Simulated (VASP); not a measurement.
# MoS2 (R-3m) in VASP: notebook

MoS2 is run at these levels: PBE; tasks: single point.

All numbers are computed with VASP 6.6.1; they aren't measurements. Logs are shortened: lines on timing, memory, paths and dates and some standing lists are left out, and cuts for length are marked.

### 1 The cell of the first run

It takes space group R-3m (No. 166, trigonal). Conventional cell: a = 3.171 Å, b = 3.171 Å, c = 18.345 Å, α = 90.00°, β = 90.00°, γ = 120.00°. Mo (site symmetry -3m) has 6 S at 2.39 Å and 6 Mo at 3.17 Å within 3.2 Å. S (site symmetry 3m) has 3 Mo at 2.39 Å and 6 S at 3.17 Å within 3.2 Å.

### 2 Single point, PBE

Input file INCAR:

```
SYSTEM = MoS2
PREC = Accurate ; ENCUT = 520
EDIFF = 1E-6 ; ISMEAR = -1
SIGMA = 0.1 ; LREAL = .FALSE.
LASPH = .TRUE. ; NELM = 80
ALGO = Normal ; ISIF = 2
LWAVE = .FALSE. ; LCHARG = .FALSE.
GGA = PE ; NBANDS = 20
```

Input file KPOINTS:

```
Automatic mesh
0
G
  8 8 8
  0 0 0
```

Input file POSCAR:

```
MoS2
1.0
    1.5855000000      0.9153890000      6.1149970000
   -1.5855000000      0.9153890000      6.1149970000
    0.0000000000     -1.8307780000      6.1149970000
Mo S
1 2
Direct
    0.0000000000      0.0000000000      0.0000000000
    0.7500000000      0.7500000000      0.7500000000
    0.2500000000      0.2500000000      0.2500000000
```

Potentials or basis: VASP PAW PBE potentials, release 64 (Mo_sv, S).

On the command line:

```
$ cat potpaw_PBE.64/Mo_sv/POTCAR potpaw_PBE.64/S/POTCAR > POTCAR
$ mpirun -np 1 vasp_std > vasp.out
```

OUTCAR:

```text
SYSTEM = MoS2
   PREC = Accurate
   ENCUT = 520
   EDIFF = 1E-6
   ISMEAR = -1
   LREAL = .FALSE.
   LASPH = .TRUE.
   NELM = 80
   ISIF = 2
   GGA = PE

 ion  position               nearest neighbor table
   1  0.000  0.000  0.000-   2 2.39   2 2.39   3 2.39   3 2.39   2 2.39   3 2.39
   2  0.750  0.750  0.750-   1 2.39   1 2.39   1 2.39
   3  0.250  0.250  0.250-   1 2.39   1 2.39   1 2.39

  LATTYP: Found a trigonal (rhomboedric) cell.
 ALAT       =     6.3831759792
 COS(alpha) =     0.8766074458

  Lattice vectors:

 A1 = (   1.5855000000,   0.9153890000,   6.1149970000)
 A2 = (  -1.5855000000,   0.9153890000,   6.1149970000)
 A3 = (   0.0000000000,  -1.8307780000,   6.1149970000)

Analysis of symmetry for initial positions (statically):
=====================================================================
 Subroutine PRICEL returns:
 Original cell was already a primitive cell.

 Routine SETGRP: Setting up the symmetry group for a
 trigonal (rhombohedral) supercell.

 Subroutine GETGRP returns: Found 12 space group operations
 (whereof 12 operations were pure point group operations)
 out of a pool of 12 trial point group operations.

The static configuration has the point symmetry D_3d.

Analysis of symmetry for dynamics (positions and initial velocities):
=====================================================================
 Subroutine PRICEL returns:
 Original cell was already a primitive cell.

 Routine SETGRP: Setting up the symmetry group for a
 trigonal (rhombohedral) supercell.

 Subroutine GETGRP returns: Found 12 space group operations
 (whereof 12 operations were pure point group operations)
 out of a pool of 12 trial point group operations.

The dynamic configuration has the point symmetry D_3d.

 Subroutine INISYM returns: Found 12 space group operations
 (whereof 12 operations are pure point group operations),
 and found     1 'primitive' translations

----------------------------------------------------------------------------------------

                                     Primitive cell

  volume of cell :      53.2500

  direct lattice vectors                    reciprocal lattice vectors
     1.585500000  0.915389000  6.114997000     0.315357931  0.182071957  0.054510793
    -1.585500000  0.915389000  6.114997000    -0.315357931  0.182071957  0.054510793
     0.000000000 -1.830778000  6.114997000     0.000000000 -0.364143914  0.054510793

  length of vectors
     6.383175979  6.383175979  6.383176043     0.368201370  0.368201370  0.368201326

  position of ions in fractional coordinates (direct lattice)
     0.000000000  0.000000000  0.000000000
     0.750000000  0.750000000  0.750000000
     0.250000000  0.250000000  0.250000000

  ion indices of the primitive-cell ions
   primitive index   ion index
                 1           1
                 2           2
                 3           3

----------------------------------------------------------------------------------------

 KPOINTS: Automatic mesh

Automatic generation of k-mesh.
 Grid dimensions read from file:
 generate k-points for:    8    8    8

 Generating k-lattice:

  Cartesian coordinates                     Fractional coordinates (reciprocal lattice)
     0.039419741  0.022758995  0.006813849     0.125000000  0.000000000  0.000000000
    -0.039419741  0.022758995  0.006813849     0.000000000  0.125000000  0.000000000
     0.000000000 -0.045517989  0.006813849     0.000000000  0.000000000  0.125000000

  Length of vectors
     0.046025171  0.046025171  0.046025166

  Shift w.r.t. Gamma in fractional coordinates (k-lattice)
     0.000000000  0.000000000  0.000000000

 Subroutine IBZKPT returns following result:
 ===========================================

 Found     65 irreducible k-points:

 Following reciprocal coordinates:
            Coordinates               Weight
  0.000000  0.000000  0.000000      1.000000
  0.125000  0.000000  0.000000      6.000000
  0.250000  0.000000  0.000000      6.000000
  0.375000  0.000000  0.000000      6.000000
  0.500000  0.000000  0.000000      3.000000
  0.125000  0.125000  0.000000      6.000000
[... 16 lines left out ...]
  0.250000  0.125000  0.125000      6.000000
  0.375000  0.125000  0.125000      6.000000
 [... further k-points ...]
   k-points           NKPTS =     65   k-points in BZ     NKDIM =     65   number of bands    NBANDS=     20
   number of dos      NEDOS =    301   number of ions     NIONS =      3
   total plane-waves  NPLWV = 110592
   dimension x,y,z NGX =    48 NGY =   48 NGZ =   48
   dimension x,y,z NGXF=    96 NGYF=   96 NGZF=   96
   ions per type =               1   2
   NGX,Y,Z   is equivalent  to a cutoff of  12.50, 12.50, 12.50 a.u.
   NGXF,Y,Z  is equivalent  to a cutoff of  25.00, 25.00, 25.00 a.u.
 SYSTEM =  MoS2
   PREC   = accura    normal or accurate (medium, high low for compatibility)
   ISTART =      0    job   : 0-new  1-cont  2-samecut
   ICHARG =      2    charge: 1-file 2-atom 10-const
   ISPIN  =      1    spin polarized calculation?
   LNONCOLLINEAR =      F non collinear calculations
   LSORBIT =      F    spin-orbit coupling
   LASPH  =      T    aspherical Exc in radial PAW
   ENCUT  =  520.0 eV  38.22 Ry    6.18 a.u.  11.87 11.87 11.87*2*pi/ulx,y,z
   NELM   =     80;   NELMIN=  2; NELMDL= -5     # of ELM steps
   EDIFF  = 0.1E-05   stopping-criterion for ELM
   LREAL  =      F    real-space projection
   EDIFFG = 0.1E-04   stopping-criterion for IOM
   NSW    =      0    number of steps for IOM
   IBRION =     -1    ionic relax: 0-MD 1-quasi-New 2-CG
   NFREE  =      0    steps in history (QN), initial steepest desc. (CG)
   ISIF   =      2    stress and relaxation
   ISYM   =      2    0-nonsym 1-usesym 2-fastsym
   POTIM  = 0.5000    time-step for ionic-motion
   TEBEG  =    0.0;   TEEND  =   0.0 temperature during run
   PSTRESS=    0.0 pullay stress
   NELECT =      26.0000    total number of electrons
   NUPDOWN=      -1.0000    fix difference up-down
   EMIN   =  10.00;   EMAX   =-10.00  energy-range for DOS
   EFERMI =   0.00;   METHOD = LEGACY
   ISMEAR =    -1;   SIGMA  =   0.10  broadening in eV -4-tet -1-fermi 0-gaus
   EFERMI_NEDOS =   21; number of points for ismear=-14 and -15
   IALGO  =     38    algorithm
   IMIX   =      4    mixing-type and parameters
     AMIX     =   0.40;   BMIX     =  1.00
     AMIX_MAG =   1.60;   BMIX_MAG =  1.00
  volume/ion in A,a.u.               =      17.75       119.78
  Fermi-wavevector in a.u.,A,eV,Ry     =   1.289118  2.436081 22.610518  1.661826
  Thomas-Fermi vector in A             =   2.421031
   LORBIT       =      0    0 simple, 1 ext, 2 COOP (PROOUT), +10 PAW based schemes
   GGA     = PE    functional components
   LHFCALC =     F    Hartree Fock is set to
   AEXX    =    0.0000 exact exchange contribution
   IVDW    =     0    specifies the selected vdW correction
   LEPSILON=     F    determine dielectric tensor
   LRPA    =     F    only Hartree local field effects (RPA)
 non-spin polarized calculation
  energy-cutoff  :      520.00
  volume of cell :       53.25
 maximum number of plane-waves:      1447
   NGX = 23   NGY = 23   NGZ = 23

 number of electron      25.9999998 magnetization

 Free energy of the ion-electron system (eV)
  ---------------------------------------------------
  ext. energy  EPLUGINS =         0.00000000
  ---------------------------------------------------
  free energy    TOTEN  =       -20.94958984 eV

  energy without entropy =      -20.89883942  energy(sigma->0) =      -20.92421463

 E-fermi :   7.7624     XC(G=0): -10.8251

 val. band max:        7.7538366630   @ k =  -0.3750   0.3750   0.1250
 cond. band min:       7.7988529894   @ k =  -0.3750   0.2500   0.0000
 fundamental gap:      0.0450163263
 Fermi energy:         7.7623738076

 k-point     1 :       0.0000    0.0000    0.0000
  band No.  band energies     occupation
      1     -53.9956      2.00000
      2     -28.0726      2.00000
      3     -27.9905      2.00000
      4     -27.9905      2.00000
      5      -7.4033      2.00000
      6      -5.7703      2.00000
[... 12 lines left out ...]
     19      14.5509      0.00000
     20      17.3534      0.00000

 k-point     2 :       0.1250    0.0000    0.0000
  band No.  band energies     occupation
      1     -53.9897      2.00000
      2     -28.0609      2.00000
      3     -28.0496      2.00000
      4     -28.0039      2.00000
      5      -7.1494      2.00000
      6      -5.7288      2.00000
[... 12 lines left out ...]
     19      15.3114      0.00000
     20      16.7848      0.00000

 k-point     3 :       0.2500    0.0000    0.0000
  band No.  band energies     occupation
      1     -53.9755      2.00000
      2     -28.1907      2.00000
      3     -28.0363      2.00000
      4     -28.0319      2.00000
      5      -6.4894      2.00000
      6      -5.5942      2.00000
[... 12 lines left out ...]
     19      15.7699      0.00000
     20      16.9769      0.00000

 k-point     4 :       0.3750    0.0000    0.0000
  band No.  band energies     occupation
      1     -53.9612      2.00000
      2     -28.3286      2.00000
      3     -28.0684      2.00000
      4     -28.0029      2.00000
      5      -5.8925      2.00000
      6      -5.2034      2.00000
[... 12 lines left out ...]
     19      15.1373      0.00000
     20      15.8696      0.00000

 k-point     5 :       0.5000    0.0000    0.0000
  band No.  band energies     occupation
      1     -53.9553      2.00000
      2     -28.3848      2.00000
      3     -28.0816      2.00000
      4     -27.9909      2.00000
      5      -5.7627      2.00000
      6      -4.8128      2.00000
[... 12 lines left out ...]
     19      14.7724      0.00000
     20      15.1399      0.00000
[... 353 lines left out ...]
      6      -4.9232      2.00000
[... 12 lines left out ...]
     19      13.7359      0.00000
     20      15.4481      0.00000

 k-point    22 :       0.1250    0.1250    0.1250
  band No.  band energies     occupation
      1     -53.9956      2.00000
      2     -28.0726      2.00000
      3     -27.9905      2.00000
      4     -27.9905      2.00000
      5      -7.3735      2.00000
      6      -5.8245      2.00000
[... 12 lines left out ...]
     19      14.7675      0.00000
     20      17.3872      0.00000

 k-point    23 :       0.2500    0.1250    0.1250
  band No.  band energies     occupation
      1     -53.9897      2.00000
      2     -28.0610      2.00000
      3     -28.0496      2.00000
      4     -28.0039      2.00000
      5      -7.1035      2.00000
      6      -5.8042      2.00000
[... 12 lines left out ...]
     19      15.6994      0.00000
     20      16.7878      0.00000

 k-point    24 :       0.3750    0.1250    0.1250
  band No.  band energies     occupation
      1     -53.9755      2.00000
      2     -28.1907      2.00000
      3     -28.0363      2.00000
      4     -28.0319      2.00000
      5      -6.4492      2.00000
      6      -5.6443      2.00000
[... 12 lines left out ...]
     19      16.0285      0.00000
     20      16.9579      0.00000

 [... further k-points ...]
[... 5 lines left out ...]
  --------------------------------------------------------------------------------------
  -------------------------------------------------------------------------------------
  Total        2.2392087      2.2392095      3.4851772      0.0000000     -0.0000000      0.0000000
  in kB       67.3729758     67.3729977    104.8614876      0.0000000     -0.0000000      0.0000000
  external PRESSURE =      79.8691537 kB  Pullay stress =       0.0000000 kB

 VOLUME and BASIS-vectors are now :
 -----------------------------------------------------------------------------
  energy-cutoff  :      520.00
  volume of cell :       53.25
      direct lattice vectors                 reciprocal lattice vectors
     1.585500000  0.915389000  6.114997000     0.315357931  0.182071957  0.054510793
    -1.585500000  0.915389000  6.114997000    -0.315357931  0.182071957  0.054510793
     0.000000000 -1.830778000  6.114997000     0.000000000 -0.364143914  0.054510793

 POSITION                                       TOTAL-FORCE (eV/Angst)
 -----------------------------------------------------------------------------------
      0.00000      0.00000      0.00000         0.000000     -0.000000      0.000000
      0.00000      0.00000     13.75874         0.000000      0.000000      0.978379
      0.00000      0.00000      4.58625         0.000000     -0.000000     -0.978379
 -----------------------------------------------------------------------------------
    total drift:                               -0.000000      0.000000      0.000000

  FREE ENERGIE OF THE ION-ELECTRON SYSTEM (eV)
  ---------------------------------------------------
  free  energy   TOTEN  =       -20.9495898410 eV

  energy  without entropy=      -20.8988394185  energy(sigma->0) =      -20.92421463
```

Wall time 3 min (1 thread of Intel Xeon Platinum 8375C at 2.90GHz (Ice Lake), shared host); peak memory 0.33 GiB.

What came out:

```
Free energy            : -20.9496 eV
Pressure               : 8.0 GPa
Largest force          : 0.978 eV/Å
Band gap on the k mesh : zero (band 13 reaches 7.83 eV, above the bottom of band 14 at 7.42 eV)
```

Forces on the atoms (eV/Å):
```
Mo   0.000  0.000  0.000
S    0.000  0.000  0.978
S    0.000  0.000 -0.978
```

### 3 Single point, PBE

Input file INCAR:

```
SYSTEM = MoS2
  PREC = Accurate
  ENCUT = 520
  EDIFF = 1E-7
  ISMEAR = -1
  SIGMA = 0.05
  LREAL = .False.
  LASPH = .True.
  NELM = 60
  ALGO = Normal
  ISIF = 2
  LWAVE = .False.
  LCHARG = .True.
  GGA = PE
  LELF = .True.
  LVHAR = .True.
  NBANDS = 20
```

Input file KPOINTS:

```
regular mesh
0
Gamma
  8 8 8
  0 0 0
```

POSCAR is that of step 2.

Potentials or basis: VASP PAW PBE potentials, release 64 (Mo_sv, S).

On the command line:

```
$ cat potpaw_PBE.64/Mo_sv/POTCAR potpaw_PBE.64/S/POTCAR > POTCAR
$ mpirun -np 1 vasp_std > vasp.out
```

Wall time 3.2 min (1 thread of Intel Xeon Platinum 8375C at 2.90GHz (Ice Lake), shared host); peak memory 0.33 GiB.

The run converged. Its results:

```yaml
Free_energy: -20.9293 eV
Pressure: 7.9 GPa
Largest_force: 0.977 eV/Å
Band_gap_on_the_k_mesh: zero (band 13 reaches 7.83 eV, above the bottom of band 14 at 7.42 eV)
```

Forces on the atoms (eV/Å):
```
Mo   0.000  0.000  0.000
S    0.000  0.000  0.977
S    0.000  0.000 -0.977
```

Stress tensor (GPa, compression positive):
```
 6.61  0.00  0.00
 0.00  6.61  0.00
 0.00  0.00 10.45
```

Levels at points of the mesh, in eV from the Fermi level:
| k point | band 9 | band 10 | band 11 | band 12 | band 13 | band 14 | band 15 | band 16 | band 17 | band 18 |
| --- | --- | --- | --- | --- | --- | --- | --- | --- | --- | --- |
| (0.00, 0.00, 0.00) | -4.21 | -1.79 | -1.22 | -1.03 | -1.03 | -0.26 | -0.26 | 3.38 | 3.38 | 6.12 |
| (0.50, 0.00, 0.00) | -5.32 | -4.35 | -2.87 | -1.94 | -1.61 | 1.05 | 1.97 | 3.41 | 4.19 | 5.52 |
| (0.50, 0.50, 0.00) | -4.69 | -4.27 | -2.89 | -2.24 | -1.82 | 1.05 | 1.76 | 3.86 | 4.75 | 4.86 |
| (0.50, 0.50, 0.50) | -4.19 | -3.89 | -1.02 | -1.02 | -0.36 | -0.36 | -0.05 | 3.50 | 3.50 | 6.04 |
